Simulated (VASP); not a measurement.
**Ti4C: single point with PBE**

The system is Ti4C.

```
CELL_PARAMETERS angstrom
4.93931 0.00000 0.00000
-2.46965 4.27757 0.00000
0.00000 0.00000 3.91906
ATOMIC_POSITIONS crystal
Ti 0.50000 0.00000 0.50000
Ti 0.00000 0.50000 0.50000
Ti 0.50000 0.50000 0.50000
Ti 0.00000 0.00000 0.00000
C 0.00000 0.00000 0.50000
```

The cell was built from a structure type or drawn by symmetry, and may not be a known phase.

* Program: VASP 6.6.1
* Task: single point
* Functional: PBE
* Potentials or basis: VASP PAW PBE potentials, release 64 (Ti_sv, C)
* Cutoff: 520 eV
* k mesh: 12 × 12 × 10
* Occupations: gaussian, width 0.1 eV
* Spin: no spin polarisation
* Dipole correction: no
* Further INCAR settings: ALGO = Normal; EDIFF = 1e-07; NBANDS = 34

The pressure is 0.0 GPa and the band gap on the k mesh is zero (bands 26 and 27 overlap by 0.99 eV).

Levels at points of the mesh, in eV from the Fermi level:
| k point | band 23 | band 24 | band 25 | band 26 | band 27 | band 28 | band 29 | band 30 |
| --- | --- | --- | --- | --- | --- | --- | --- | --- |
| (0.00, 0.00, 0.00) | -1.53 | -1.00 | -0.87 | -0.87 | -0.25 | 0.24 | 0.24 | 1.34 |
| (0.50, 0.00, 0.00) | -0.86 | -0.23 | -0.12 | 0.25 | 0.32 | 0.40 | 0.63 | 0.93 |
| (0.00, 0.00, 0.50) | -1.82 | -1.08 | -1.08 | -0.65 | -0.65 | 0.58 | 0.58 | 1.54 |
| (0.50, 0.00, 0.50) | -1.29 | -0.87 | 0.16 | 0.17 | 0.25 | 0.90 | 1.11 | 1.45 |

Wall time 3.3 min on 1 thread of Intel(R) Xeon(R) 6975P-C (Granite Rapids), with other jobs on the host, peak memory 0.38 GiB.
